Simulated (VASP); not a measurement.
Wanted: the native input for a VASP 6.6.1 run.

* Task: single point
* Functional: PBEsol
* Potentials or basis: VASP PAW PBE potentials, release 64 (Si, C)
* Cutoff: 520 eV
* k mesh: 6 × 6 × 4
* Occupations: gaussian, width 0.1 eV
* Spin: no spin polarisation
* Dipole correction: no
* Further INCAR settings: ALGO = Normal; EDIFF = 1e-06; NBANDS = 16

The structure of SiC lies in POSCAR:

```
SiC
1.0
    3.0759982064      0.0000000000      0.0000000000
   -1.5379991032      2.6638925888      0.0000000000
    0.0000000000      0.0000000000      5.0480000000
Si C
2 2
Direct
    0.3333333333      0.6666666667      0.0000000000
    0.6666666667      0.3333333333      0.5000000000
    0.3333333333      0.6666666667      0.3850000000
    0.6666666667      0.3333333333      0.8850000000
```

These files were run (other wordings do the same):

INCAR

```
PREC = Accurate
ENCUT = 520
EDIFF = 1E-6
ISMEAR = 0
SIGMA = 0.1
LREAL = F
LASPH = T
NELM = 100
ALGO = Normal
ISIF = 2
LWAVE = F
LCHARG = T
GGA = PS
LELF = T
LVHAR = T
NBANDS = 16
```

KPOINTS

```
regular mesh
0
Gamma
  6 6 4
```

Potentials or basis: VASP PAW PBE potentials, release 64 (Si, C).

Command:

```bash
$ cat potpaw_PBE.64/Si/POTCAR potpaw_PBE.64/C/POTCAR > POTCAR
$ mpirun -np 1 vasp_std > vasp.out
```

It gave:

The pressure is 0.6 GPa and the largest force is 0.743 eV/Å. The band gap on the k mesh is 2.16 eV, indirect (least direct gap 3.95 eV).

Caveat: the PAW data sets were made with another functional, which shifts forces and pressure a little.

Run time: 19 s on 1 thread of AMD EPYC 7R43 64-Core Processor (Zen 3), with other jobs on the host, peak memory 0.12 GiB.
